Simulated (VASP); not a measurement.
# Hf4N (F-43m) in VASP: notebook, part 2 of 2

VASP 6.6.1. The steps go on from the part before.

## (3) Relaxation of cell and atoms, PBE

This run uses another cell than the first one, of 18.23 Å³/atom, 0.481 times its volume.

INCAR

```
SYSTEM = Hf4N
  PREC = Accurate
  ENCUT = 600
  EDIFF = 1E-7
  ISMEAR = 0
  SIGMA = 0.1
  LREAL = .False.
  LASPH = .True.
  NELM = 120
  ALGO = Normal
  ISIF = 3
  LWAVE = .False.
  LCHARG = .False.
  GGA = PE
  IBRION = 2
  NSW = 90
  EDIFFG = -0.04
  GGA_COMPAT = .False.
  NELMIN = 4
```

KPOINTS

```
Automatic mesh
0
Gamma
  4 4 4
  0 0 0
```

POSCAR

```
Hf4N
1.0
    0.0000000000      3.5717720400      3.5717720400
    3.5717720400      0.0000000000      3.5717720400
    3.5717720400      3.5717720400      0.0000000000
Hf N
4 1
Direct
    0.8704142100      0.8704142100      0.8704142100
    0.8704142100      0.8704142100      0.3887573600
    0.8704142100      0.3887573600      0.8704142100
    0.3887573600      0.8704142100      0.8704142100
    0.0000000000      0.0000000000      0.0000000000
```

Potentials or basis: VASP PAW PBE potentials, release 64 (Hf_pv, N).

Started as:

```console
$ cat potpaw_PBE.64/Hf_pv/POTCAR potpaw_PBE.64/N/POTCAR > POTCAR
$ mpirun -np 1 vasp_std > vasp.out
```

Run time: 27 min. Hardware: 1 thread of AMD EPYC 9R45 (Zen 5), shared host; peak memory 0.26 GiB.

Results (log left out):

```
Free energy                            : -41.4114 eV
Relaxed volume                         : 37.18 Å³/atom
Relaxed cell                           : a = 6.406 Å, b = 6.406 Å, c = 6.406 Å, α = 60.00°, β = 60.00°, γ = 60.00°
Space group after relaxing (to 0.05 Å) : F-43m (No. 216)
Energy gained by relaxing              : 4416.6 meV/atom
Ionic steps                            : 62
Pressure after relaxing                : 0.0 GPa
Largest force after relaxing           : 0.017 eV/Å
```

Forces on the atoms (eV/Å):
```
Hf   0.010  0.010  0.010
Hf  -0.010 -0.010  0.010
Hf  -0.010  0.010 -0.010
Hf   0.010 -0.010 -0.010
N    0.000  0.000  0.000
```

The path:
| step | energy change (eV) | largest force (eV/Å) | pressure (GPa) | volume (Å³) |
| --- | --- | --- | --- | --- |
| 1 | 0.0000 | 17.5510 | 124.30 | 91.13 |
| 3 | 25.8704 | 55.2544 | 37.82 | 312.20 |
| 5 | 6.0098 | 14.8486 | 0.76 | 630.10 |
| 7 | -0.7798 | 14.8663 | 5.83 | 422.75 |
| 9 | 628.7470 | 177.2871 | 8754.45 | 19.68 |
| 11 | 694.8231 | 1104.4787 | 2279.70 | 72.38 |
| 13 | 848.4155 | 1234.6715 | 6848.87 | 29.44 |
| 15 | 890.8011 | 1206.7854 | 8827.83 | 24.34 |
| 17 | 610.7131 | 687.0049 | 6248.37 | 25.34 |
| 19 | 307.8683 | 146.3329 | 3293.00 | 29.64 |
| 21 | 291.8997 | 99.2939 | 3154.29 | 29.93 |
| 23 | 193.0876 | 42.4213 | 1968.66 | 35.80 |
| 25 | 26.3423 | 22.1088 | 325.64 | 66.95 |
| 27 | -7.5093 | 20.7876 | 28.86 | 147.25 |
| 29 | -7.7974 | 13.3795 | 8.10 | 272.68 |
| 31 | -5.1887 | 10.7476 | 3.71 | 377.30 |
| 33 | -4.3442 | 9.3432 | 2.01 | 426.92 |
| 35 | -6.3389 | 4.0700 | -2.23 | 453.24 |
| 37 | -6.5765 | 1.7895 | -4.23 | 470.34 |
| 39 | -7.0105 | 2.2131 | -3.87 | 455.21 |
| 41 | -10.7777 | 3.4503 | -3.53 | 356.08 |
| 43 | -9.1281 | 5.6428 | 74.14 | 101.79 |
| 45 | -16.2447 | 9.4300 | 15.11 | 149.46 |
| 47 | -16.0007 | 8.3656 | 20.60 | 136.44 |
| 49 | -16.6223 | 2.4047 | 29.44 | 126.13 |
| 51 | -17.2014 | 4.1502 | 24.33 | 131.56 |
| 53 | -20.5650 | 3.2952 | 12.22 | 156.27 |
| 55 | -21.9659 | 1.1621 | -0.88 | 189.18 |
| 57 | -22.0028 | 1.0209 | -0.30 | 186.97 |
| 59 | -22.0767 | 0.0906 | 0.74 | 183.39 |
| 61 | -22.0811 | 0.0693 | 0.36 | 184.57 |
| 62 | -22.0828 | 0.0169 | -0.04 | 185.89 |

Final structure:
```
Hf N
1.0
     0.00000    4.52977    4.52977
     4.52977    0.00000    4.52977
     4.52977    4.52977    0.00000
Hf N
4 1
Direct
  0.86748 0.86748 0.86748
  0.86748 0.86748 0.39755
  0.86748 0.39755 0.86748
  0.39755 0.86748 0.86748
  0.00000 0.00000 0.00000
```

Levels at points of the mesh, in eV from the Fermi level:
```tsv
k point	band 18	band 19	band 20	band 21	band 22	band 23	band 24	band 25	band 26	band 27
(0.00, 0.00, 0.00)	-0.55	-0.50	-0.50	-0.50	-0.28	-0.28	0.15	0.15	0.15	2.66
(0.50, 0.00, 0.00)	-1.62	-0.67	-0.51	-0.51	-0.10	0.17	0.17	0.66	0.66	1.10
(0.50, 0.50, 0.00)	-1.69	-0.67	-0.67	-0.64	-0.25	-0.08	0.34	0.43	0.43	0.91
```

Caveat: the k points lie up to 0.30 Å⁻¹ apart in the final cell; the volume moved by over 15 % at a fixed basis, so the end points are rough; spin-orbit coupling is left out, which moves the levels of the heavy elements.

## (4) Single point, PBE

INCAR

```
  PREC = Accurate
  ENCUT = 600
  EDIFF = 1E-6
  ISMEAR = 0
  SIGMA = 0.1
  LREAL = F
  LASPH = T
  NELM = 120
  ALGO = Normal
  ISIF = 2
  LWAVE = F
  LCHARG = F
  GGA = PE
  NBANDS = 30
  GGA_COMPAT = F
```

KPOINTS

```
regular mesh
0
Gamma
  8 8 8
```

POSCAR

```
Hf4N
1.0
    0.0000000000      4.5571856654      4.5571856654
    4.5571856654      0.0000000000      4.5571856654
    4.5571856654      4.5571856654      0.0000000000
Hf N
4 1
Direct
    0.1324671283      0.6025986152      0.1324671283
    0.1324671283      0.1324671283      0.1324671283
    0.6025986152      0.1324671283      0.1324671283
    0.1324671283      0.1324671283      0.6025986152
    0.0000000000      0.0000000000      0.0000000000
```

Started as:

```console
$ cat potpaw_PBE.64/Hf_pv/POTCAR potpaw_PBE.64/N/POTCAR > POTCAR
$ mpirun -np 1 vasp_std > vasp.out
```

Run time: 3.6 min. Hardware: 1 thread of AMD EPYC 9R45 (Zen 5), shared host; peak memory 0.45 GiB.

The run converged. Its results:

```
Free energy   : -41.5736 eV
Pressure      : -0.3 GPa
Largest force : 0.032 eV/Å
```

Forces in eV/Å, atoms in the order of the input:
```
Hf   0.019 -0.019  0.019
Hf  -0.019 -0.019 -0.019
Hf  -0.019  0.019  0.019
Hf   0.019  0.019 -0.019
N    0.000  0.000  0.000
```

Levels at points of the mesh, in eV from the Fermi level:
| k point | band 19 | band 20 | band 21 | band 22 | band 23 | band 24 | band 25 | band 26 | band 27 | band 28 |
| --- | --- | --- | --- | --- | --- | --- | --- | --- | --- | --- |
| (0.00, 0.00, 0.00) | -0.50 | -0.50 | -0.50 | -0.27 | -0.27 | 0.13 | 0.13 | 0.13 | 2.61 | 2.61 |
| (0.50, 0.00, 0.00) | -0.66 | -0.52 | -0.52 | -0.10 | 0.16 | 0.16 | 0.65 | 0.65 | 1.07 | 1.07 |
| (0.50, 0.50, 0.00) | -0.68 | -0.68 | -0.62 | -0.24 | -0.08 | 0.34 | 0.43 | 0.43 | 0.89 | 1.28 |

Caveat: spin-orbit coupling is left out, which moves the levels of the heavy elements.

## (5) Relaxation of cell and atoms, PBE

INCAR

```
SYSTEM = Hf4N
  PREC = Accurate
  ENCUT = 600
  EDIFF = 1E-7
  ISMEAR = 0
  SIGMA = 0.1
  LREAL = .FALSE.
  LASPH = .TRUE.
  NELM = 120
  ALGO = Normal
  ISIF = 3
  LWAVE = .FALSE.
  LCHARG = .FALSE.
  GGA = PE
  IBRION = 2
  NSW = 100
  EDIFFG = -0.01
  GGA_COMPAT = .FALSE.
  NELMIN = 4
```

KPOINTS

```
regular mesh
0
G
  8 8 8
  0 0 0
```

POSCAR

```
Hf4N
1.0
    0.0000000000      4.5586867280      4.5586867280
    4.5586867280      0.0000000000      4.5586867280
    4.5586867280      4.5586867280      0.0000000000
Hf N
4 1
Direct
    0.1323357247      0.6029928258      0.1323357247
    0.1323357247      0.1323357247      0.1323357247
    0.6029928258      0.1323357247      0.1323357247
    0.1323357247      0.1323357247      0.6029928258
    0.0000000000      0.0000000000      0.0000000000
```

Started as:

```console
$ cat potpaw_PBE.64/Hf_pv/POTCAR potpaw_PBE.64/N/POTCAR > POTCAR
$ mpirun -np 1 vasp_std > vasp.out
```

Run time: 10 min. Hardware: 1 thread of AMD EPYC 9R45 (Zen 5), shared host; peak memory 0.48 GiB.

Results (log left out):

| Property | Result |
| --- | --- |
| Free energy | -41.5746 eV |
| Relaxed volume | 37.65 Å³/atom |
| Relaxed cell | a = 6.433 Å, b = 6.433 Å, c = 6.433 Å, α = 60.00°, β = 60.00°, γ = 60.00° |
| Space group after relaxing (to 0.05 Å) | F-43m (No. 216) |
| Energy gained by relaxing | 0.3 meV/atom |
| Ionic steps | 4 |
| Pressure after relaxing | 0.0 GPa |

Forces in eV/Å, atoms in the order of the input:
```
Hf   0.001 -0.001  0.001
Hf  -0.001 -0.001 -0.001
Hf  -0.001  0.001  0.001
Hf   0.001  0.001 -0.001
N    0.000  0.000  0.000
```

Step by step:
| step | energy change (eV) | largest force (eV/Å) | pressure (GPa) | volume (Å³) |
| --- | --- | --- | --- | --- |
| 1 | 0.0000 | 0.0186 | -0.33 | 189.47 |
| 2 | -0.0006 | 0.0090 | 0.26 | 187.34 |
| 3 | -0.0013 | 0.0130 | 0.00 | 188.24 |
| 4 | -0.0013 | 0.0020 | 0.00 | 188.25 |

Final structure:
```
CELL_PARAMETERS angstrom
0.00000 4.54885 4.54885
4.54885 0.00000 4.54885
4.54885 4.54885 0.00000
ATOMIC_POSITIONS crystal
Hf 0.13241 0.60278 0.13241
Hf 0.13241 0.13241 0.13241
Hf 0.60278 0.13241 0.13241
Hf 0.13241 0.13241 0.60278
N 0.00000 0.00000 0.00000
```

Levels at points of the mesh, in eV from the Fermi level:
| k point | band 21 | band 22 | band 23 | band 24 | band 25 | band 26 |
| --- | --- | --- | --- | --- | --- | --- |
| (0.00, 0.00, 0.00) | -0.50 | -0.28 | -0.28 | 0.14 | 0.14 | 0.14 |
| (0.50, 0.00, 0.00) | -0.52 | -0.10 | 0.16 | 0.16 | 0.65 | 0.65 |
| (0.50, 0.50, 0.00) | -0.63 | -0.25 | -0.08 | 0.34 | 0.43 | 0.43 |

Caveat: spin-orbit coupling is left out, which moves the levels of the heavy elements.

## (6) Overview

| task | cell | k mesh | gap on the mesh (eV) | pressure (GPa) | relaxed volume (Å³/atom) | largest force (eV/Å) |
| --- | --- | --- | --- | --- | --- | --- |
| single point | a = 6.447 Å, angles 60.0°, 5 atoms | 4 × 4 × 4 | none | -0.3 | - | 0.03 |
| relaxation of cell and atoms | relaxed from a = 5.051 Å, angles 60.0°, 5 atoms | 4 × 4 × 4 | none | 0.0 | 37.18 | 0.02 |
| single point | a = 6.445 Å, angles 60.0°, 5 atoms | 8 × 8 × 8 | none | -0.3 | - | 0.03 |
| relaxation of cell and atoms | relaxed from a = 6.447 Å, angles 60.0°, 5 atoms | 8 × 8 × 8 | none | 0.0 | 37.65 | - |

Alike in all rows: level PBE; potentials or basis VASP PAW PBE potentials, release 64 (Hf_pv, N); no spin polarisation; cutoff (eV) 600; smearing gaussian 0.1 eV.

Caveats: some runs use coarse meshes; spin-orbit coupling is left out, which moves the levels of the heavy elements; the volume moved by over 15 % at a fixed basis, so the end points are rough (some runs).

Absolute energies hang on the potentials; compare differences alone.
